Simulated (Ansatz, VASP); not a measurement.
# Al in VASP and in Ansatz

```
CELL_PARAMETERS angstrom
0.00000 1.98266 1.98266
1.98266 0.00000 1.98266
1.98266 1.98266 0.00000
ATOMIC_POSITIONS crystal
Al 0.00000 0.00000 0.00000
```

Change from the starting cell: volume scaled by 0.94.

Alike in both runs: task single point; functional LDA; k mesh 17 × 17 × 17; occupations fermi-dirac, width 0.03 eV; no spin polarisation.

```csv
,VASP,Ansatz
version,VASP 6.6.1,Ansatz 0.2.0
potentials or method,"VASP PAW LDA potentials, release 64 (Al), cutoff 520 eV","all-electron LAPW, scalar-relativistic"
```

|  | VASP | Ansatz | Ansatz less VASP |
| --- | --- | --- | --- |
| pressure (GPa) | 1.2 | 1.1 | -0.09 |

LDA's correlation is that of Perdew and Zunger in VASP and of Perdew and Wang (1992) in Ansatz. Ansatz ran all-electron here, and VASP with PAW potentials.
